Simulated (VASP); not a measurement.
# CoO (Fm-3m) in VASP: single point with PBEsol

Aim: the single point of CoO with PBEsol.

Everything below comes from runs of VASP 6.6.1. Logs are shortened: lines on timing, memory, paths and dates and some standing lists are left out, and cuts for length are marked.

## Step 1: The cell of the first run

Symmetry: Fm-3m, No. 225, cubic system. Conventional cell: a = 4.302 Å, b = 4.302 Å, c = 4.302 Å, α = 90.00°, β = 90.00°, γ = 90.00°. Co (site symmetry m-3m) has 6 O at 2.15 Å within 2.8 Å. Within 2.8 Å of O (site symmetry m-3m) lie 6 Co at 2.15 Å.

## Step 2: Single point, PBEsol, collinear spin, ferromagnetic start

INCAR reads:

```
ALGO     = Normal         # electronic algorithm
EDIFF    = 1E-6           # SCF threshold, eV
ENCUT    = 520            # plane-wave cutoff, eV
GGA      = PS             # functional
ISIF     = 2              # what is computed and relaxed
ISMEAR   = 0              # smearing method
ISPIN    = 2              # spin polarisation
LASPH    = True           # aspherical terms in the spheres
LCHARG   = True           # write CHGCAR
LELF     = True           # ELF
LMAXMIX  = 4              # l up to which the mixer works
LORBIT   = 11             # projections on sites
LREAL    = False          # projectors in reciprocal space
LVHAR    = True         
LWAVE    = False          # write WAVECAR
MAGMOM   = 3 0            # initial moments
NBANDS   = 18             # bands
NELM     = 150            # most SCF steps
PREC     = Accurate       # precision mode
SIGMA    = 0.05           # smearing width, eV
```

KPOINTS reads:

```
k-points
0
Gamma
  14 14 14
```

POSCAR reads:

```
CoO
1.0
    0.0000000000      2.1511001275      2.1511001275
    2.1511001275      0.0000000000      2.1511001275
    2.1511001275      2.1511001275      0.0000000000
Co O
1 1
Direct
    0.0000000000      0.0000000000      0.0000000000
    0.5000000000      0.5000000000      0.5000000000
```

Potentials or basis: VASP PAW PBE potentials, release 64 (Co, O).

Run with:

```
> cat potpaw_PBE.64/Co/POTCAR potpaw_PBE.64/O/POTCAR > POTCAR
> mpirun -np 1 vasp_std > vasp.out
```

OUTCAR:

```text
EDIFF = 1E-6
   ENCUT = 520
   GGA = PS
   ISIF = 2
   ISMEAR = 0
   ISPIN = 2
   LASPH = True
   LORBIT = 11
   LREAL = False
   NELM = 150
   PREC = Accurate

 ion  position               nearest neighbor table
   1  0.000  0.000  0.000-   2 2.15   2 2.15   2 2.15   2 2.15   2 2.15   2 2.15
   2  0.500  0.500  0.500-   1 2.15   1 2.15   1 2.15   1 2.15   1 2.15   1 2.15

  LATTYP: Found a face centered cubic cell.
 ALAT       =     4.3022002550

  Lattice vectors:

 A1 = (   0.0000000000,   2.1511001275,   2.1511001275)
 A2 = (   2.1511001275,   0.0000000000,   2.1511001275)
 A3 = (   2.1511001275,   2.1511001275,   0.0000000000)

Analysis of symmetry for initial positions (statically):
=====================================================================
 Subroutine PRICEL returns:
 Original cell was already a primitive cell.

 Routine SETGRP: Setting up the symmetry group for a
 face centered cubic supercell.

 Subroutine GETGRP returns: Found 48 space group operations
 (whereof 48 operations were pure point group operations)
 out of a pool of 48 trial point group operations.

The static configuration has the point symmetry O_h .

Analysis of symmetry for dynamics (positions and initial velocities):
=====================================================================
 Subroutine PRICEL returns:
 Original cell was already a primitive cell.

 Routine SETGRP: Setting up the symmetry group for a
 face centered cubic supercell.

 Subroutine GETGRP returns: Found 48 space group operations
 (whereof 48 operations were pure point group operations)
 out of a pool of 48 trial point group operations.

The dynamic configuration has the point symmetry O_h .

Analysis of structural, dynamic, and magnetic symmetry:
=====================================================================
 Subroutine PRICEL returns:
 Original cell was already a primitive cell.

 Routine SETGRP: Setting up the symmetry group for a
 face centered cubic supercell.

 Subroutine GETGRP returns: Found 48 space group operations
 (whereof 48 operations were pure point group operations)
 out of a pool of 48 trial point group operations.

The overall configuration has the point symmetry O_h .

 Subroutine INISYM returns: Found 48 space group operations
 (whereof 48 operations are pure point group operations),
 and found     1 'primitive' translations

----------------------------------------------------------------------------------------

                                     Primitive cell

  volume of cell :      19.9073

[... 111 lines left out ...]
  Thomas-Fermi vector in A             =   2.602583
   LORBIT       =     11    0 simple, 1 ext, 2 COOP (PROOUT), +10 PAW based schemes
   GGA     = PS    functional components
   LHFCALC =     F    Hartree Fock is set to
   AEXX    =    0.0000 exact exchange contribution
   IVDW    =     0    specifies the selected vdW correction
   LEPSILON=     F    determine dielectric tensor
   LRPA    =     F    only Hartree local field effects (RPA)
 spin polarized calculation
 Gauss-broadening in eV      SIGMA  =   0.05
  energy-cutoff  :      520.00
  volume of cell :       19.91
 maximum number of plane-waves:       548
   NGX = 11   NGY = 11   NGZ = 11

 number of electron      15.0000005 magnetization       2.9957299

 Free energy of the ion-electron system (eV)
  ---------------------------------------------------
  ext. energy  EPLUGINS =         0.00000000
  ---------------------------------------------------
  free energy    TOTEN  =       -13.90077432 eV

  energy without entropy =      -13.89650828  energy(sigma->0) =      -13.89864130

 E-fermi :   7.4101     XC(G=0): -12.4912

 val. band max:        7.4045189850   @ k =   0.5000   0.2857   0.1429
 cond. band min:       7.4103218581   @ k =  -0.2857   0.1429   0.0000
 fundamental gap:      0.0058028731
 Fermi energy:         7.4101331834

 spin component 1

 k-point     1 :       0.0000    0.0000    0.0000
  band No.  band energies     occupation
      1     -12.5485      1.00000
      2       4.1144      1.00000
      3       4.1144      1.00000
      4       4.2782      1.00000
      5       4.2782      1.00000
      6       4.2782      1.00000
[... 493 lines left out ...]
     17      34.6838      0.00000
     18      35.4446      0.00000

 [... further k-points ...]

 spin component 2

 k-point     1 :       0.0000    0.0000    0.0000
  band No.  band energies     occupation
      1     -11.9833      1.00000
      2       4.9497      1.00000
      3       4.9498      1.00000
      4       4.9498      1.00000
      5       6.3629      1.00000
      6       6.3629      1.00000
[... 493 lines left out ...]
     17      35.1788      0.00000
     18      36.2076      0.00000

 [... further k-points ...]

------------------------ aborting loop because EDIFF is reached ----------------------------------------

  FORCE on cell =-STRESS in cart. coord.  units (eV):
  Direction    XX          YY          ZZ          XY          YZ          ZX
  --------------------------------------------------------------------------------------
  -------------------------------------------------------------------------------------
  Total       -1.8851451     -1.8851451     -1.8851451     -0.0000000     -0.0000000      0.0000000
  in kB     -151.7202273   -151.7202273   -151.7202273     -0.0000000     -0.0000000      0.0000000
  external PRESSURE =    -151.7202273 kB  Pullay stress =       0.0000000 kB

 VOLUME and BASIS-vectors are now :
 -----------------------------------------------------------------------------
  energy-cutoff  :      520.00
  volume of cell :       19.91
      direct lattice vectors                 reciprocal lattice vectors
     0.000000000  2.151100127  2.151100127    -0.232439203  0.232439203  0.232439203
     2.151100127  0.000000000  2.151100127     0.232439203 -0.232439203  0.232439203
     2.151100127  2.151100127  0.000000000     0.232439203  0.232439203 -0.232439203

 POSITION                                       TOTAL-FORCE (eV/Angst)
 -----------------------------------------------------------------------------------
      0.00000      0.00000      0.00000         0.000000      0.000000      0.000000
      2.15110      2.15110      2.15110         0.000000      0.000000      0.000000
 -----------------------------------------------------------------------------------
    total drift:                                0.000000     -0.000000     -0.000000

  FREE ENERGIE OF THE ION-ELECTRON SYSTEM (eV)
  ---------------------------------------------------
  free  energy   TOTEN  =       -13.9007743159 eV

  energy  without entropy=      -13.8965082773  energy(sigma->0) =      -13.89864130

 total charge

# of ion       s       p       d       tot
------------------------------------------
    1        0.289   0.342   7.120   7.751
    2        1.550   3.386   0.000   4.936
--------------------------------------------------
tot          1.840   3.728   7.120  12.688

 magnetization (x)

# of ion       s       p       d       tot
------------------------------------------
    1        0.019   0.016   2.572   2.607
    2        0.028   0.304   0.000   0.332
--------------------------------------------------
tot          0.048   0.321   2.572   2.940
```

stdout:

```text
POSCAR found type information on POSCAR CoO
 POSCAR found :  2 types and       2 ions
 scaLAPACK will be used
 -----------------------------------------------------------------------------
|                                                                             |
|                                                                             |
|     You enforced a specific xc type in the INCAR file but a different       |
|     I HOPE YOU KNOW WHAT YOU ARE DOING!                                     |
|                                                                             |
 -----------------------------------------------------------------------------

 LDA part: xc-table for (Slater+PW92), standard interpolation
 POSCAR, INCAR and KPOINTS ok, starting setup
 FFT: planning ... GRIDC
 FFT: planning ... GRID_SOFT
 FFT: planning ... GRID
 WAVECAR not read
 entering main loop
```

Run time: 33 s. Hardware: 1 thread of Intel Xeon Platinum 8559C (Emerald Rapids), shared host; peak memory 0.19 GiB.

What came out:

```yaml
Free_energy: -13.9008 eV
Pressure: -15.2 GPa
Band_gap_on_the_k_mesh: zero (filled and empty bands overlap)
Net_moment: 3.00 μB per cell
Site_moments: Co +2.61; O +0.33 μB
Valence_electrons_inside_the_program's_atomic_spheres: Co 7.75; O 4.94
```

Caveat: the cell stands under tension; the PAW data sets were made with another functional, which shifts forces and pressure a little; a cell with one magnetic atom can't hold antiferromagnetic order, which such compounds often take; semilocal functionals often make such compounds metallic where correlation or magnetic order opens a gap, which also shifts bond lengths. With open d or f shells a metallic result of PBEsol can be an artefact of self-interaction; +U or a hybrid may open a gap.
